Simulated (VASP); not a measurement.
# Ge (Fd-3m) in VASP: further runs, part 2 of 2

VASP 6.6.1. The steps go on from the part before.

### 3 Single point, PBE

This run uses another cell than the first one: it holds 4 atoms, not 2.

Input file INCAR:

```
PREC = Accurate
ENCUT = 520
EDIFF = 1E-6
ISMEAR = 0
SIGMA = 0.15
LREAL = False
LASPH = True
NELM = 80
ALGO = Normal
ISIF = 2
LWAVE = False
LCHARG = True
GGA = PE
LELF = True
LVHAR = True
NBANDS = 36
```

Input file KPOINTS:

```
regular mesh
0
Gamma
  8 8 6
```

Input file POSCAR:

```
Ge
1.0
    0.0000000000     -2.8805347711     -2.8805347711
    0.0000000000      2.8805347711     -2.8805347711
    5.7610695423      0.0000000000      0.0000000000
Ge
4
Direct
    0.5000000000      0.5000000000      0.0000000000
    0.0000000000      0.0000000000      0.5000000000
    0.0000000000      0.5000000000      0.2500000000
    0.5000000000      0.0000000000      0.7500000000
```

Potentials or basis: VASP PAW PBE potentials, release 64 (Ge_d).

Run with:

```console
$ cat potpaw_PBE.64/Ge_d/POTCAR > POTCAR
$ mpirun -np 1 vasp_std > vasp.out
```

OUTCAR:

```text
PREC = Accurate
   ENCUT = 520
   EDIFF = 1E-6
   ISMEAR = 0
   LREAL = False
   LASPH = True
   NELM = 80
   ISIF = 2
   GGA = PE

 ion  position               nearest neighbor table
   1  0.500  0.500  0.000-   3 2.49   4 2.49   4 2.49   3 2.49
   2  0.000  0.000  0.500-   3 2.49   4 2.49   3 2.49   4 2.49
   3  0.000  0.500  0.250-   1 2.49   2 2.49   2 2.49   1 2.49
   4  0.500  0.000  0.750-   1 2.49   2 2.49   1 2.49   2 2.49

  LATTYP: Found a simple tetragonal cell.
 ALAT       =     4.0736913402
 C/A-ratio  =     1.4142135624

  Lattice vectors:

 A1 = (   0.0000000000,  -2.8805347711,  -2.8805347711)
 A2 = (   0.0000000000,   2.8805347711,  -2.8805347711)
 A3 = (   5.7610695423,   0.0000000000,   0.0000000000)

Analysis of symmetry for initial positions (statically):
=====================================================================
 Subroutine PRICEL returns following result:

  LATTYP: Found a face centered cubic cell.
 ALAT       =     5.7610695423

  Lattice vectors:

 A1 = (  -2.8805347712,   0.0000000000,   2.8805347711)
 A2 = (  -2.8805347712,  -2.8805347711,   0.0000000000)
 A3 = (  -0.0000000000,  -2.8805347711,   2.8805347711)

   2 primitive cells build up your supercell.

 Routine SETGRP: Setting up the symmetry group for a
 simple tetragonal supercell.

 Subroutine GETGRP returns: Found 16 space group operations
 (whereof  8 operations were pure point group operations)
 out of a pool of 16 trial point group operations.

The static configuration has the point symmetry D_2d.
 The point group associated with its full space group is D_4h.

Analysis of symmetry for dynamics (positions and initial velocities):
=====================================================================
 Subroutine PRICEL returns following result:

  LATTYP: Found a face centered cubic cell.
 ALAT       =     5.7610695423

  Lattice vectors:

 A1 = (  -2.8805347712,   0.0000000000,   2.8805347711)
 A2 = (  -2.8805347712,  -2.8805347711,   0.0000000000)
 A3 = (  -0.0000000000,  -2.8805347711,   2.8805347711)

   2 primitive cells build up your supercell.

 Routine SETGRP: Setting up the symmetry group for a
 simple tetragonal supercell.

 Subroutine GETGRP returns: Found 16 space group operations
 (whereof  8 operations were pure point group operations)
 out of a pool of 16 trial point group operations.

The dynamic configuration has the point symmetry D_2d.
 The point group associated with its full space group is D_4h.

 Subroutine INISYM returns: Found 16 space group operations
 (whereof  8 operations are pure point group operations),
 and found     2 'primitive' translations

----------------------------------------------------------------------------------------

                                     Primitive cell

  volume of cell :      47.8024

  direct lattice vectors                    reciprocal lattice vectors
    -2.880534771  0.000000000  2.880534771    -0.173578880  0.173578880  0.173578880
    -2.880534771 -2.880534771  0.000000000    -0.173578880 -0.173578880 -0.173578880
    -0.000000000 -2.880534771  2.880534771     0.173578880 -0.173578880  0.173578880

[... 31 lines left out ...]
     0.000000000  0.000000000  0.000000000

 Subroutine IBZKPT returns following result:
 ===========================================

 Found     60 irreducible k-points:

 Following reciprocal coordinates:
            Coordinates               Weight
  0.000000  0.000000  0.000000      1.000000
  0.125000  0.000000  0.000000      4.000000
  0.250000  0.000000  0.000000      4.000000
  0.375000  0.000000  0.000000      4.000000
  0.500000  0.000000  0.000000      2.000000
  0.125000  0.125000  0.000000      4.000000
[... 16 lines left out ...]
  0.375000  0.125000  0.166667     16.000000
  0.500000  0.125000  0.166667      8.000000
 [... further k-points ...]
   k-points           NKPTS =     60   k-points in BZ     NKDIM =     60   number of bands    NBANDS=     36
   number of dos      NEDOS =    301   number of ions     NIONS =      4
   total plane-waves  NPLWV =  43200
   dimension x,y,z NGX =    30 NGY =   30 NGZ =   48
   dimension x,y,z NGXF=    60 NGYF=   60 NGZF=   96
   ions per type =               4
   NGX,Y,Z   is equivalent  to a cutoff of  12.24, 12.24, 13.85 a.u.
   NGXF,Y,Z  is equivalent  to a cutoff of  24.49, 24.49, 27.70 a.u.
 SYSTEM =  unknown system
   PREC   = accura    normal or accurate (medium, high low for compatibility)
   ISTART =      0    job   : 0-new  1-cont  2-samecut
   ICHARG =      2    charge: 1-file 2-atom 10-const
   ISPIN  =      1    spin polarized calculation?
   LNONCOLLINEAR =      F non collinear calculations
   LSORBIT =      F    spin-orbit coupling
   LASPH  =      T    aspherical Exc in radial PAW
   ENCUT  =  520.0 eV  38.22 Ry    6.18 a.u.   7.57  7.57 10.71*2*pi/ulx,y,z
   NELM   =     80;   NELMIN=  2; NELMDL= -5     # of ELM steps
   EDIFF  = 0.1E-05   stopping-criterion for ELM
   LREAL  =      F    real-space projection
   EDIFFG = 0.1E-04   stopping-criterion for IOM
   NSW    =      0    number of steps for IOM
   IBRION =     -1    ionic relax: 0-MD 1-quasi-New 2-CG
   NFREE  =      0    steps in history (QN), initial steepest desc. (CG)
   ISIF   =      2    stress and relaxation
   ISYM   =      2    0-nonsym 1-usesym 2-fastsym
   POTIM  = 0.5000    time-step for ionic-motion
   TEBEG  =    0.0;   TEEND  =   0.0 temperature during run
   PSTRESS=    0.0 pullay stress
   NELECT =      56.0000    total number of electrons
   NUPDOWN=      -1.0000    fix difference up-down
   EMIN   =  10.00;   EMAX   =-10.00  energy-range for DOS
   EFERMI =   0.00;   METHOD = LEGACY
   ISMEAR =     0;   SIGMA  =   0.15  broadening in eV -4-tet -1-fermi 0-gaus
   EFERMI_NEDOS =   21; number of points for ismear=-14 and -15
   IALGO  =     38    algorithm
   IMIX   =      4    mixing-type and parameters
     AMIX     =   0.40;   BMIX     =  1.00
     AMIX_MAG =   1.60;   BMIX_MAG =  1.00
  volume/ion in A,a.u.               =      23.90       161.29
  Fermi-wavevector in a.u.,A,eV,Ry     =   1.369760  2.588471 25.527818  1.876242
  Thomas-Fermi vector in A             =   2.495606
   LORBIT       =      0    0 simple, 1 ext, 2 COOP (PROOUT), +10 PAW based schemes
   GGA     = PE    functional components
   LHFCALC =     F    Hartree Fock is set to
   AEXX    =    0.0000 exact exchange contribution
   IVDW    =     0    specifies the selected vdW correction
   LEPSILON=     F    determine dielectric tensor
   LRPA    =     F    only Hartree local field effects (RPA)
 non-spin polarized calculation
 Gauss-broadening in eV      SIGMA  =   0.15
  energy-cutoff  :      520.00
  volume of cell :       95.60
 maximum number of plane-waves:      2608
   NGX = 15   NGY = 15   NGZ = 21

 number of electron      55.9999950 magnetization

 Free energy of the ion-electron system (eV)
  ---------------------------------------------------
  ext. energy  EPLUGINS =         0.00000000
  ---------------------------------------------------
  free energy    TOTEN  =       -18.06832484 eV

  energy without entropy =      -18.06604785  energy(sigma->0) =      -18.06718635

 E-fermi :   4.4684     XC(G=0):  -9.6701

 val. band max:        4.3915294226   @ k =   0.1250   0.0000   0.0000
 cond. band min:       4.4776321943   @ k =   0.0000   0.0000   0.0000
 fundamental gap:      0.0861027717
 Fermi energy:         4.4684094372

 k-point     1 :       0.0000    0.0000    0.0000
  band No.  band energies     occupation
      1     -20.2977      2.00000
      2     -20.2977      2.00000
      3     -20.2679      2.00000
      4     -20.2679      2.00000
      5     -20.2671      2.00000
      6     -20.2360      2.00000
[... 925 lines left out ...]
     35      10.3031      0.00000
     36      10.3031      0.00000

 [... further k-points ...]

------------------------ aborting loop because EDIFF is reached ----------------------------------------

  FORCE on cell =-STRESS in cart. coord.  units (eV):
  Direction    XX          YY          ZZ          XY          YZ          ZX
  --------------------------------------------------------------------------------------
  -------------------------------------------------------------------------------------
  Total       -0.0511378      0.0187067      0.0187067      0.0000000      0.0000000     -0.0000000
  in kB       -0.8569859      0.3134941      0.3134941      0.0000000      0.0000000     -0.0000000
  external PRESSURE =      -0.0766659 kB  Pullay stress =       0.0000000 kB

 VOLUME and BASIS-vectors are now :
 -----------------------------------------------------------------------------
  energy-cutoff  :      520.00
  volume of cell :       95.60
      direct lattice vectors                 reciprocal lattice vectors
     0.000000000 -2.880534771 -2.880534771     0.000000000 -0.173578880 -0.173578880
     0.000000000  2.880534771 -2.880534771     0.000000000  0.173578880 -0.173578880
     5.761069542  0.000000000  0.000000000     0.173578880  0.000000000  0.000000000

 POSITION                                       TOTAL-FORCE (eV/Angst)
 -----------------------------------------------------------------------------------
      0.00000      0.00000     -2.88053         0.000000     -0.000000      0.000000
      2.88053      0.00000      0.00000         0.000000     -0.000000     -0.000000
      1.44027      1.44027     -1.44027        -0.000000      0.000000      0.000000
      4.32080     -1.44027     -1.44027         0.000000      0.000000     -0.000000
 -----------------------------------------------------------------------------------
    total drift:                                0.000000      0.000000     -0.000000

  FREE ENERGIE OF THE ION-ELECTRON SYSTEM (eV)
  ---------------------------------------------------
  free  energy   TOTEN  =       -18.0683248448 eV

  energy  without entropy=      -18.0660478547  energy(sigma->0) =      -18.06718635
```

stdout:

```text
POSCAR found type information on POSCAR Ge
 POSCAR found :  1 types and       4 ions
 scaLAPACK will be used
 LDA part: xc-table for (Slater+PW92), standard interpolation
 POSCAR, INCAR and KPOINTS ok, starting setup
 FFT: planning ... GRIDC
 FFT: planning ... GRID_SOFT
 FFT: planning ... GRID
 WAVECAR not read
 entering main loop
```

It took 3 min on 1 thread of Intel Xeon 8259CL, shared host; peak memory 0.29 GiB.

What came out:

```yaml
Free_energy: -18.0683 eV
Pressure: 0.0 GPa
Band_gap_on_the_k_mesh: zero (filled and empty bands touch)
```

Caveat: semilocal functionals underestimate gaps, so a narrow gap can read as zero.

### 4 Relaxation of cell and atoms, PBE

This run uses another cell than the first one, of 22.64 Å³/atom.

Input file INCAR:

```
PREC = Accurate
ENCUT = 600
EDIFF = 1E-7
ISMEAR = 0
SIGMA = 0.1
LREAL = False
LASPH = True
NELM = 80
ALGO = Normal
ISIF = 3
LWAVE = False
LCHARG = False
GGA = PE
IBRION = 2
NSW = 100
EDIFFG = -0.005
```

Input file KPOINTS:

```
regular mesh
0
Gamma
  14 14 14
```

Input file POSCAR:

```
Ge
1.0
    0.0000000000     -2.8287700000     -2.8287700000
    2.8287700000      0.0000000000     -2.8287700000
    2.8287700000     -2.8287700000      0.0000000000
Ge
2
Direct
    0.0000000000      0.0000000000      0.0000000000
    0.7500000000      0.7500000000      0.7500000000
```

Potentials or basis: VASP PAW PBE potentials, release 64 (Ge_d).

Run with:

```console
$ cat potpaw_PBE.64/Ge_d/POTCAR > POTCAR
$ mpirun -np 1 vasp_std > vasp.out
```

OUTCAR:

```text
PREC = Accurate
   ENCUT = 600
   EDIFF = 1E-7
   ISMEAR = 0
   LREAL = False
   LASPH = True
   NELM = 80
   ISIF = 3
   GGA = PE
   IBRION = 2
   NSW = 100
   EDIFFG = -0.005

 ion  position               nearest neighbor table
   1  0.000  0.000  0.000-   2 2.45   2 2.45   2 2.45   2 2.45
   2  0.750  0.750  0.750-   1 2.45   1 2.45   1 2.45   1 2.45

  LATTYP: Found a face centered cubic cell.
 ALAT       =     5.6575400000

  Lattice vectors:

 A1 = (   0.0000000000,  -2.8287700000,  -2.8287700000)
 A2 = (   2.8287700000,   0.0000000000,  -2.8287700000)
 A3 = (   2.8287700000,  -2.8287700000,   0.0000000000)

Analysis of symmetry for initial positions (statically):
=====================================================================
 Subroutine PRICEL returns:
 Original cell was already a primitive cell.
[... 176 lines left out ...]

 val. band max:        5.0291047120   @ k =   0.0000   0.0000   0.0000
 cond. band min:       5.1784507229   @ k =   0.5000   0.0000   0.0000
 fundamental gap:      0.1493460110
 Fermi energy:         5.0490466076

 k-point     1 :       0.0000    0.0000    0.0000
  band No.  band energies     occupation
      1     -19.8217      2.00000
      2     -19.8217      2.00000
      3     -19.8217      2.00000
      4     -19.7855      2.00000
      5     -19.7855      2.00000
      6     -19.5749      2.00000
[... 566 lines left out ...]
--------------------------------------- Ionic step        3  -------------------------------------------

 number of electron      28.0000015 magnetization

 Free energy of the ion-electron system (eV)
  ---------------------------------------------------
  ext. energy  EPLUGINS =         0.00000000
  ---------------------------------------------------
  free energy    TOTEN  =        -9.03690713 eV

  energy without entropy =       -9.03649064  energy(sigma->0) =       -9.03669889

 E-fermi :   4.4689     XC(G=0):  -9.6701

 val. band max:        4.3636141277   @ k =  -0.0714   0.0714   0.0000
 cond. band min:       4.4771577863   @ k =   0.0000   0.0000   0.0000
 fundamental gap:      0.1135436585
 Fermi energy:         4.4688812471

 k-point     1 :       0.0000    0.0000    0.0000
  band No.  band energies     occupation
      1     -20.2685      2.00000
      2     -20.2685      2.00000
      3     -20.2685      2.00000
      4     -20.2363      2.00000
      5     -20.2363      2.00000
      6     -20.0534      2.00000
[... 524 lines left out ...]
  FREE ENERGIE OF THE ION-ELECTRON SYSTEM (eV)
  ---------------------------------------------------
  free  energy   TOTEN  =        -9.0369071288 eV

  energy  without entropy=       -9.0364906449  energy(sigma->0) =       -9.03669889

 reached required accuracy - stopping structural energy minimisation
```

OSZICAR:

```text
N       E                     dE             d eps       ncg     rms          rms(c)
DAV:   1     0.170599697118E+03    0.17060E+03   -0.16504E+04  3770   0.459E+03
DAV:   2     0.128930832047E+02   -0.15771E+03   -0.15519E+03  3754   0.574E+02
DAV:   3    -0.840004707476E+01   -0.21293E+02   -0.21109E+02  4082   0.154E+02
[... 27 lines left out ...]
DAV:   5    -0.903690350218E+01    0.38222E-04   -0.28990E-04  4166   0.330E-01    0.317E-02
DAV:   6    -0.903690680006E+01   -0.32979E-05   -0.19397E-05  4734   0.872E-02    0.107E-03
DAV:   7    -0.903690761011E+01   -0.81006E-06   -0.15441E-06  4822   0.215E-02    0.220E-03
DAV:   8    -0.903690715037E+01    0.45974E-06   -0.56652E-07  3890   0.166E-02    0.275E-04
DAV:   9    -0.903690712875E+01    0.21621E-07   -0.78695E-09  1878   0.133E-03
   3 F= -.90369071E+01 E0= -.90366989E+01  d E =-.272075E-01
```

CONTCAR:

```text
Ge
   1.00000000000000
    -0.0000000000000000   -2.8805734936379999   -2.8805734936379999
     2.8805734936379999   -0.0000000000000000   -2.8805734936379999
     2.8805734936379999   -2.8805734936379999   -0.0000000000000000
  Ge
     2
Direct
     0.0000000000000000    0.0000000000000000    0.0000000000000000
     0.7500000000000000    0.7500000000000000    0.7500000000000000

  0.00000000E+00  0.00000000E+00  0.00000000E+00
  0.00000000E+00  0.00000000E+00  0.00000000E+00
```

It took 2.1 min on 1 thread of Intel Xeon Platinum 8259CL at 2.50GHz (Skylake/Cascade Lake), shared host; peak memory 0.24 GiB.

Results:

- Free energy: -9.0369 eV
- Relaxed volume: 23.90 Å³/atom
- Relaxed cell: a = 4.074 Å, b = 4.074 Å, c = 4.074 Å, α = 60.00°, β = 60.00°, γ = 60.00°
- Space group after relaxing (to 0.1 Å): Fd-3m (No. 227)
- Energy gained by relaxing: 13.6 meV/atom
- Ionic steps: 3
- Pressure after relaxing: 0.0 GPa
- Band gap on the k mesh: zero (filled and empty bands touch)

Step by step:
```
step  energy change (eV)  largest force (eV/Å)  pressure (GPa)  volume (Å³)
   1              0.0000                0.0000            3.59        45.27
   2             -0.0244                0.0000           -1.02        48.67
   3             -0.0272                0.0000           -0.02        47.80
```

Final structure:
```yaml
crystal:
  lattice:
    - [0.00000, -2.88057, -2.88057]
    - [2.88057, 0.00000, -2.88057]
    - [2.88057, -2.88057, 0.00000]
  atoms:
    - { symbol: Ge, position: [0.00000, 0.00000, 0.00000] }
    - { symbol: Ge, position: [0.75000, 0.75000, 0.75000] }
```

Levels at points of the mesh, in eV from the Fermi level:
| k point | band 11 | band 12 | band 13 | band 14 | band 15 | band 16 | band 17 | band 18 |
| --- | --- | --- | --- | --- | --- | --- | --- | --- |
| (0.00, 0.00, 0.00) | -12.36 | -0.44 | 0.01 | 0.01 | 0.01 | 2.54 | 2.54 | 2.54 |
| (0.50, 0.00, 0.00) | -10.40 | -7.35 | -1.32 | -1.32 | 0.03 | 3.73 | 3.73 | 7.11 |
| (0.50, 0.50, 0.00) | -8.68 | -8.68 | -2.88 | -2.88 | 0.83 | 0.83 | 9.08 | 9.08 |

Caveat: semilocal functionals underestimate gaps, so a narrow gap can read as zero. PBE usually gives volumes a little too large and moduli too small.

### 5 Single point, PBE

This run uses another cell than the first one, of 23.90 Å³/atom.

Input file INCAR:

```
SYSTEM = Ge
PREC     = Accurate       ! precision mode
ENCUT    = 520            ! plane-wave cutoff, eV
EDIFF    = 1E-6           ! SCF threshold, eV
ISMEAR   = 0              ! smearing method
SIGMA    = 0.1            ! smearing width, eV
LREAL    = .FALSE.        ! projectors in reciprocal space
LASPH    = .TRUE.         ! aspherical terms in the spheres
NELM     = 80             ! most SCF steps
ALGO     = Normal         ! electronic algorithm
ISIF     = 2              ! what is computed and relaxed
LWAVE    = .FALSE.        ! write WAVECAR
LCHARG   = .FALSE.        ! write CHGCAR
GGA      = PE             ! functional
ISYM     = 0            
NBANDS   = 21             ! bands
```

Input file KPOINTS:

```
Automatic mesh
0
G
  9 9 12
  0 0 0
```

Input file POSCAR:

```
Ge
1.0
    4.0736913413      0.0000000000      0.0000000000
    0.0000000000      4.0736913413      0.0000000000
    2.0368456706      2.0368456706      2.8805347719
Ge
2
Direct
    0.5000000000      0.5000000000      0.0000000000
    0.7500000000      0.2500000000      0.5000000000
```

Run with:

```console
$ cat potpaw_PBE.64/Ge_d/POTCAR > POTCAR
$ mpirun -np 1 vasp_std > vasp.out
```

Run time: 8 min. Hardware: 1 thread of Intel Xeon 8259CL, shared host; peak memory 0.47 GiB.

The run converged. Its results:

```
Free energy            : -9.0349 eV
Pressure               : -0.1 GPa
Band gap on the k mesh : zero (filled and empty bands touch)
```

Levels at points of the mesh, in eV from the Fermi level:
```csv
k point,band 11,band 12,band 13,band 14,band 15,band 16,band 17,band 18
"(0.00, 0.00, 0.00)",-12.36,-0.44,0.01,0.01,0.01,2.54,2.54,2.54
"(0.00, 0.00, 0.50)",-8.68,-8.68,-2.88,-2.88,0.83,0.83,9.08,9.08
```

Caveat: semilocal functionals underestimate gaps, so a narrow gap can read as zero.

### 6 Overview

```csv
task,cell,k mesh,cutoff (eV),smearing,gap on the mesh (eV),pressure (GPa)
single point,"a = 4.143 Å, angles 60.0°, 2 atoms, atomic positions A",14 × 14 × 14,520,gaussian 0.1 eV,none,-2.7
single point,"a = 4.074, b = 4.074, c = 5.761 Å, 4 atoms, atomic positions B",8 × 8 × 6,520,gaussian 0.15 eV,none,0.0
relaxation of cell and atoms,"relaxed from a = 4.000 Å, angles 60.0°, 2 atoms, atomic positions A",14 × 14 × 14,600,gaussian 0.1 eV,none,0.0
single point,"a = 4.074 Å, angles 60.0, 60.0, 90.0°, 2 atoms, atomic positions C",9 × 9 × 12,520,gaussian 0.1 eV,none,-0.1
```

Alike in all rows: level PBE; potentials or basis VASP PAW PBE potentials, release 64 (Ge_d); no spin polarisation.

Caveats: semilocal functionals underestimate gaps, so a narrow gap can read as zero.

Total energies depend on the potentials used, so only differences within one code and one set of settings carry meaning.

### 7 Against experiment

Step 5. A measured gap of Ge is 0.744 eV (indirect; 0 K; “Temperature-dependent photoluminescence in Ge: experiment and theory”, 2020, arxiv:2003.00143); the calculated 0.00 eV misses it by -0.74 eV. 3 values of this kind are on record (0.666 to 0.807 eV); this one was drawn at random among those near their median. Spin-orbit coupling on Ge is left out. The value is that of PBE on a finite k mesh, which can miss the band edges, without temperature or zero-point motion. Semilocal functionals fall short of measured gaps as a rule.
